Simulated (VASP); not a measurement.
# Si4O (Pmmm) in VASP: relaxation of cell and atoms with PBE

Aim: the relaxation of cell and atoms of Si4O with PBE.

All numbers are computed with VASP 6.6.1; they aren't measurements. Logs are shortened: lines on timing, memory, paths and dates and some standing lists are left out, and cuts for length are marked.

## 1. The cell of the first run

The structure is orthorhombic, space group Pmmm (No. 47). Conventional cell: a = 2.647 Å, b = 5.817 Å, c = 5.884 Å, α = 90.00°, β = 90.00°, γ = 90.00°. Within 2.7 Å of Si (site symmetry mm2) lie 2 O at 2.02 Å and 6 Si at 2.56 to 2.65 Å. Within 3.4 Å of Si (site symmetry m2m) lie 8 Si at 2.47 to 3.35 Å and 2 O at 3.38 Å. O (site symmetry mmm) has 4 Si at 2.02 Å and 2 O at 2.65 Å within 2.7 Å.

The cell was built from a structure type or drawn by symmetry, and may not be a known phase.

## 2. Relaxation of cell and atoms, PBE

Input file INCAR:

```
SYSTEM = Si4O
PREC = Accurate
ENCUT = 600
EDIFF = 1E-6
ISMEAR = 0
SIGMA = 0.1
LREAL = .False.
LASPH = .True.
NELM = 100
ALGO = Normal
ISIF = 3
LWAVE = .False.
LCHARG = .False.
GGA = PE
IBRION = 2
NSW = 100
EDIFFG = -0.01
```

Input file KPOINTS:

```
Automatic mesh
0
Gamma
  14 8 8
  0 0 0
```

Input file POSCAR:

```
Si4O
1.0
    2.6474272771      0.0000000000      0.0000000000
    0.0000000000      5.8844794963      0.0000000000
    0.0000000000      0.0000000000      5.8165015169
Si O
4 1
Direct
    0.5000000000      0.2602289766      0.0000000000
    0.5000000000      0.7397710234      0.0000000000
    0.0000000000      0.5000000000      0.7123351084
    0.0000000000      0.5000000000      0.2876648916
    0.0000000000      0.0000000000      0.0000000000
```

Potentials or basis: VASP PAW PBE potentials, release 64 (Si, O).

Started as:

```sh
cat potpaw_PBE.64/Si/POTCAR potpaw_PBE.64/O/POTCAR > POTCAR
mpirun -np 1 vasp_std > vasp.out
```

OUTCAR:

```text
SYSTEM = Si4O
   PREC = Accurate
   ENCUT = 600
   EDIFF = 1E-6
   ISMEAR = 0
   LREAL = .False.
   LASPH = .True.
   NELM = 100
   ISIF = 3
   GGA = PE
   IBRION = 2
   NSW = 100
   EDIFFG = -0.01

 ion  position               nearest neighbor table
   1  0.500  0.260  0.000-   5 2.02   5 2.02   3 2.56   3 2.56   4 2.56   4 2.56   2 2.82   2 3.06

   2  0.500  0.740  0.000-   5 2.02   5 2.02   3 2.56   3 2.56   4 2.56   4 2.56   1 2.82   1 3.06

   3  0.000  0.500  0.712-   4 2.47   2 2.56   1 2.56   1 2.56   2 2.56
   4  0.000  0.500  0.288-   3 2.47   2 2.56   1 2.56   1 2.56   2 2.56
   5  0.000  0.000  0.000-   1 2.02   2 2.02   1 2.02   2 2.02

  LATTYP: Found a simple orthorhombic cell.
 ALAT       =     2.6474272771
 B/A-ratio  =     2.1970392038
 C/A-ratio  =     2.2227161997

  Lattice vectors:

 A1 = (  -2.6474272771,   0.0000000000,   0.0000000000)
 A2 = (   0.0000000000,   0.0000000000,   5.8165015169)
 A3 = (   0.0000000000,   5.8844794963,   0.0000000000)

Analysis of symmetry for initial positions (statically):
=====================================================================
 Subroutine PRICEL returns:
 Original cell was already a primitive cell.

 Routine SETGRP: Setting up the symmetry group for a
 simple orthorhombic supercell.

 Subroutine GETGRP returns: Found  8 space group operations
 (whereof  8 operations were pure point group operations)
 out of a pool of  8 trial point group operations.

The static configuration has the point symmetry D_2h.

Analysis of symmetry for dynamics (positions and initial velocities):
=====================================================================
 Subroutine PRICEL returns:
 Original cell was already a primitive cell.

 Routine SETGRP: Setting up the symmetry group for a
 simple orthorhombic supercell.

 Subroutine GETGRP returns: Found  8 space group operations
 (whereof  8 operations were pure point group operations)
 out of a pool of  8 trial point group operations.

The dynamic configuration has the point symmetry D_2h.

 Subroutine INISYM returns: Found  8 space group operations
 (whereof  8 operations are pure point group operations),
 and found     1 'primitive' translations

----------------------------------------------------------------------------------------

                                     Primitive cell

[... 129 lines left out ...]
 Gauss-broadening in eV      SIGMA  =   0.10
  energy-cutoff  :      600.00
  volume of cell :       90.61
 maximum number of plane-waves:      3054
 NGX is ok and might be reduce to    24
   NGX = 11   NGY = 23   NGZ = 23

--------------------------------------- Ionic step        1  -------------------------------------------

 number of electron      21.9999996 magnetization

 Free energy of the ion-electron system (eV)
  ---------------------------------------------------
  ext. energy  EPLUGINS =         0.00000000
  ---------------------------------------------------
  free energy    TOTEN  =       -26.24070986 eV

  energy without entropy =      -26.23361735  energy(sigma->0) =      -26.23716360

------------------------ aborting loop because EDIFF is reached ----------------------------------------

  FORCE on cell =-STRESS in cart. coord.  units (eV):
  Direction    XX          YY          ZZ          XY          YZ          ZX
  --------------------------------------------------------------------------------------
  -------------------------------------------------------------------------------------
  Total       -0.0560537      0.0520850     -0.1185186      0.0000000      0.0000000      0.0000000
  in kB       -0.9911081      0.9209354     -2.0955752      0.0000000      0.0000000      0.0000000
  external PRESSURE =      -0.7219159 kB  Pullay stress =       0.0000000 kB
[... 98 lines left out ...]
  FREE ENERGIE OF THE ION-ELECTRON SYSTEM (eV)
  ---------------------------------------------------
  free  energy   TOTEN  =       -26.2408605635 eV

  energy  without entropy=      -26.2336751886  energy(sigma->0) =      -26.23726788

[... ionic steps 4 to 29 ...]

--------------------------------------- Ionic step       30  -------------------------------------------

 number of electron      22.0000002 magnetization

------------------------ aborting loop because EDIFF is reached ----------------------------------------
[... 73 lines left out ...]
--------------------------------------- Ionic step       32  -------------------------------------------

 number of electron      22.0000002 magnetization

 Free energy of the ion-electron system (eV)
  ---------------------------------------------------
  ext. energy  EPLUGINS =         0.00000000
  ---------------------------------------------------
  free energy    TOTEN  =       -26.26451021 eV

  energy without entropy =      -26.25778738  energy(sigma->0) =      -26.26114880

 E-fermi :   5.9599     XC(G=0):  -9.0523

 val. band max:        5.9503778132   @ k =   0.2857   0.1250   0.3750
 cond. band min:       5.9639503507   @ k =   0.5000   0.1250   0.2500
 fundamental gap:      0.0135725375
 Fermi energy:         5.9598501361

 k-point     1 :       0.0000    0.0000    0.0000
  band No.  band energies     occupation
      1     -15.2570      2.00000
      2      -7.1487      2.00000
      3      -5.2329      2.00000
      4      -2.9223      2.00000
      5      -1.5915      2.00000
      6       0.5056      2.00000
      7       1.0409      2.00000
      8       1.1067      2.00000
      9       2.1512      2.00000
     10       3.8913      2.00000
     11       6.1817      0.00171
     12       8.9711      0.00000
     13       9.3398      0.00000
     14      10.7174      0.00000
[... 401 lines left out ...]
      2      -4.3103      2.00000
      3      -3.1848      2.00000
      4      -2.0388      2.00000
      5      -1.3039      2.00000
      6       1.2781      2.00000
      7       1.7784      2.00000
      8       2.0735      2.00000
      9       2.1948      2.00000
     10       2.6440      2.00000
     11       3.3928      2.00000
     12       4.6363      2.00000
     13       6.3238      0.00000
     14       7.2020      0.00000
     15       7.5603      0.00000

 [... further k-points ...]

------------------------ aborting loop because EDIFF is reached ----------------------------------------

  FORCE on cell =-STRESS in cart. coord.  units (eV):
  Direction    XX          YY          ZZ          XY          YZ          ZX
  --------------------------------------------------------------------------------------
  -------------------------------------------------------------------------------------
  Total       -0.0028300      0.0099363      0.0073087      0.0000000      0.0000000      0.0000000
  in kB       -0.0497993      0.1748517      0.1286127      0.0000000      0.0000000      0.0000000
  external PRESSURE =       0.0845550 kB  Pullay stress =       0.0000000 kB
[... 20 lines left out ...]
  FREE ENERGIE OF THE ION-ELECTRON SYSTEM (eV)
  ---------------------------------------------------
  free  energy   TOTEN  =       -26.2645102123 eV

  energy  without entropy=      -26.2577873787  energy(sigma->0) =      -26.26114880

 reached required accuracy - stopping structural energy minimisation
```

It took 24 min on 1 thread of Intel Xeon 6975P-C (Granite Rapids), shared host; peak memory 0.44 GiB.

What came out:

```
Free energy                           : -26.2645 eV
Relaxed volume                        : 18.21 Å³/atom
Relaxed cell                          : a = 2.684 Å, b = 6.083 Å, c = 5.576 Å, α = 90.00°, β = 90.00°, γ = 90.00°
Space group after relaxing (to 0.1 Å) : Pmmm (No. 47)
Energy gained by relaxing             : 4.8 meV/atom
Ionic steps                           : 32
Pressure after relaxing               : 0.0 GPa
Largest force after relaxing          : 0.009 eV/Å
Band gap on the k mesh                : zero (bands 11 and 12 overlap by 3.56 eV)
```

Forces in eV/Å, atoms in the order of the input:
```
Si   0.000 -0.005  0.000
Si   0.000  0.005  0.000
Si   0.000  0.000  0.009
Si   0.000  0.000 -0.009
O    0.000  0.000  0.000
```

The path:
```tsv
step	energy change (eV)	largest force (eV/Å)	pressure (GPa)	volume (Å³)
1	0.0000	0.0157	-0.07	90.61
2	-0.0001	0.0154	0.01	90.51
3	-0.0002	0.0233	0.04	90.46
4	-0.0003	0.0205	0.04	90.45
5	-0.0006	0.0154	0.03	90.43
6	-0.0020	0.0478	0.04	90.39
7	-0.0115	0.1844	0.10	90.28
8	-0.0006	0.5177	0.30	90.01
9	-0.0137	0.3003	0.21	90.19
10	-0.0139	0.2729	0.19	90.22
11	-0.0139	0.2738	0.19	90.22
12	-0.0140	0.2767	0.20	90.22
13	-0.0140	0.2826	0.17	90.21
14	-0.0140	0.2945	0.21	90.21
15	-0.0140	0.2888	0.22	90.21
16	-0.0141	0.2875	0.20	90.22
17	-0.0143	0.2846	0.20	90.22
18	-0.0146	0.2781	0.20	90.23
19	-0.0153	0.2652	0.19	90.26
20	-0.0165	0.2395	0.18	90.30
21	-0.0185	0.1872	0.16	90.40
22	-0.0208	0.0869	0.10	90.59
23	-0.0191	0.2559	-0.03	90.96
24	-0.0211	0.1380	0.06	90.70
25	-0.0222	0.1075	0.08	90.76
26	-0.0234	0.0299	0.13	90.93
27	-0.0236	0.0166	0.05	91.03
28	-0.0236	0.0083	-0.06	91.17
29	-0.0237	0.0107	-0.06	91.15
30	-0.0238	0.0175	-0.01	91.08
31	-0.0238	0.0187	0.00	91.06
32	-0.0238	0.0094	0.01	91.05
```

Final structure:
```cif
data_structure
_symmetry_space_group_name_H-M 'P 1'
_symmetry_Int_Tables_number 1
_cell_length_a 2.6844
_cell_length_b 6.0832
_cell_length_c 5.5756
_cell_angle_alpha 90.000
_cell_angle_beta 90.000
_cell_angle_gamma 90.000
_cell_volume 91.05
loop_
_atom_site_label
_atom_site_type_symbol
_atom_site_fract_x
_atom_site_fract_y
_atom_site_fract_z
_atom_site_occupancy
Si1 Si 0.50000 0.25148 0.00000 1
Si2 Si 0.50000 0.74852 0.00000 1
Si3 Si 0.00000 0.50000 0.71981 1
Si4 Si 0.00000 0.50000 0.28019 1
O1 O 0.00000 0.00000 0.00000 1
```
